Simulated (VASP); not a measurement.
A run of VASP 6.6.1 is set up as follows.

File INCAR:

```
PREC = Accurate
ENCUT = 520
EDIFF = 1E-7
ISMEAR = 0
SIGMA = 0.1
LREAL = F
LASPH = T
NELM = 80
ALGO = Normal
ISIF = 2
LWAVE = F
LCHARG = F
GGA = PE
NBANDS = 16
```

The input KPOINTS:

```
regular mesh
0
Gamma
  6 6 6
```

File POSCAR:

```
B
1.0
    3.3767171000      0.0000000000      0.0000000000
    0.0000000000      3.3767171000      0.0000000000
    0.0000000000      0.0000000000      3.3767171000
B
5
Direct
    0.5000000000      0.5000000000      0.5000000000
    0.0000000000      0.0000000000      0.0000000000
    0.5000000000      0.0000000000      0.0000000000
    0.0000000000      0.5000000000      0.0000000000
    0.0000000000      0.0000000000      0.5000000000
```

Potentials or basis: VASP PAW PBE potentials, release 64 (B).

Run with:

```console
$ cat potpaw_PBE.64/B/POTCAR > POTCAR
$ mpirun -np 1 vasp_std > vasp.out
```

**Question.** Predict the pressure.

**Answer.** -1.7 GPa.
